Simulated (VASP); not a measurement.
**W: single point with PBEsol**

W:

```
CELL_PARAMETERS angstrom
-1.51744 1.51744 1.63723
1.51744 -1.51744 1.63723
1.51744 1.51744 -1.63723
ATOMIC_POSITIONS crystal
W 0.00000 0.00000 0.00000
```

This cell differs from its parent crystal: strain -0.050 along x and y, +0.025 along z.

| Property | Result |
| --- | --- |
| Program | VASP 6.6.1 |
| Task | single point |
| Functional | PBEsol |
| Potentials or basis | VASP PAW PBE potentials, release 64 (W_sv) |
| Cutoff | 520 eV |
| k mesh | 20 × 20 × 20 |
| Occupations | gaussian, width 0.15 eV |
| Spin | no spin polarisation |
| Dipole correction | no |
| Further INCAR settings | ALGO = Normal; EDIFF = 1e-06; NBANDS = 13 |

The pressure is 15.6 GPa and the band gap on the k mesh is zero (bands 7 and 8 overlap by 6.23 eV).

Stress tensor (GPa, compression positive):
```
24.00  0.00  0.00
 0.00 24.00  0.00
 0.00  0.00 -1.10
```

Levels at points of the mesh, in eV from the Fermi level:
| k point | band 5 | band 6 | band 7 | band 8 | band 9 | band 10 |
| --- | --- | --- | --- | --- | --- | --- |
| (0.00, 0.00, 0.00) | -9.95 | -1.62 | -1.62 | -0.61 | 1.57 | 2.94 |
| (0.50, 0.00, 0.00) | -6.65 | -3.45 | 0.68 | 1.44 | 3.46 | 6.44 |
| (0.50, 0.50, 0.00) | -6.66 | -4.51 | 1.30 | 3.20 | 3.82 | 6.74 |
| (0.50, 0.50, 0.50) | -6.41 | -6.17 | 5.31 | 5.66 | 5.66 | 7.30 |

Run time: 43 s on 1 thread of Intel(R) Xeon(R) Platinum 8488C (Sapphire Rapids), on a shared host, peak memory 0.22 GiB.

Caveat: the cell differs from its parent crystal (strain -0.050 along x and y, +0.025 along z); the stress differs along the axes, from -1 to 24 GPa; the PAW data sets were made with another functional, which shifts forces and pressure a little; spin-orbit coupling is left out, which moves the levels of the heavy elements.
